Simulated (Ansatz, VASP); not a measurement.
**ZnO: VASP beside Ansatz**

```
Zn O
1.0
     0.00000    2.15623    2.10790
     2.15623    0.00000    2.10790
     2.15623    2.15623    0.00000
Zn O
1 1
Direct
  0.00000 0.00000 0.00000
  0.50000 0.50000 0.50000
```

Change from the starting cell: z stretched by -1.5 % at fixed volume, PAW files.

Alike in both runs: task electric field gradients; functional PBE; k mesh 11 × 11 × 11; occupations fermi-dirac, width 0.01 eV; no spin polarisation.

```csv
,VASP,Ansatz
version,VASP 6.6.1,Ansatz 0.2.0
potentials or method,"VASP PAW PBE potentials, release 64 (Zn, O_h)","PAW with Ansatz's default frozen-core files, scalar-relativistic"
plane-wave cutoff (eV),910,420
valence electrons in the cell,18,18
```

```csv
,VASP,Ansatz,Ansatz less VASP
gap on the k mesh at the Fermi level (eV),0.84,0.87,+0.030
size of Vzz on the site where it differs most (V/Å²),14.3,13.9,-0.42
```

With one functional, cell and mesh, what is left measures potentials, basis and numerics.

Noted on VASP's run: the cutoff is short for stress, so the pressure is rough.
